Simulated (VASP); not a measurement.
GaAs:

```xyz
4
Lattice="3.5857 0.0000 0.0000 -1.7929 3.1053 0.0000 0.0000 0.0000 5.8447" Properties=species:S:1:pos:R:3 pbc="T T T"
Ga    0.0000    0.0000    0.0000
Ga    0.0000    0.0000    2.9224
As    0.0000    2.0702    1.4612
As    1.7929    1.0351    4.3836
```

```yaml
Program: VASP 6.6.1
Task: relaxation of cell and atoms
Functional: PBE
Potentials_or_basis: VASP PAW PBE potentials, release 64 (Ga_d, As)
Cutoff: 600 eV
k_mesh: 12 × 12 × 4
Occupations: fermi-dirac, width 0.02 eV
Spin: no spin polarisation
```

At the start: pressure 22.2 GPa; volume 16.27 Å³/atom.

Where does the relaxation end?

Over 12 steps the energy falls by 212.2 meV/atom and the volume is 19.88 Å³/atom (+22.2 %); space group P6_3/mmc (No. 194, to 0.05 Å).

Step by step:
```csv
step,energy change (eV),largest force (eV/Å),pressure (GPa),volume (Å³)
1,0.0000,0.0000,22.22,65.08
2,-0.6617,0.0000,-5.72,88.72
3,-0.8413,0.0000,0.12,79.55
4,-0.8413,0.0000,-0.10,79.86
5,-0.8417,0.0000,-0.21,79.84
6,-0.8425,0.0000,-0.12,79.78
7,-0.8427,0.0000,-0.21,79.76
8,-0.8436,0.0000,-0.13,79.71
9,-0.8472,0.0000,-0.10,79.61
10,-0.8475,0.0000,0.14,79.38
11,-0.8488,0.0000,0.01,79.48
12,-0.8489,0.0000,0.03,79.50
```

Final structure:
```xyz
4
Lattice="3.7651 0.0000 0.0000 -1.8825 3.2606 0.0000 0.0000 0.0000 6.4761" Properties=species:S:1:pos:R:3 pbc="T T T"
Ga    0.0000    0.0000    0.0000
Ga    0.0000    0.0000    3.2380
As    0.0000    2.1738    1.6190
As    1.8825    1.0869    4.8571
```

Caveat: the volume moved by over 15 % at a fixed basis, so the end points are rough.
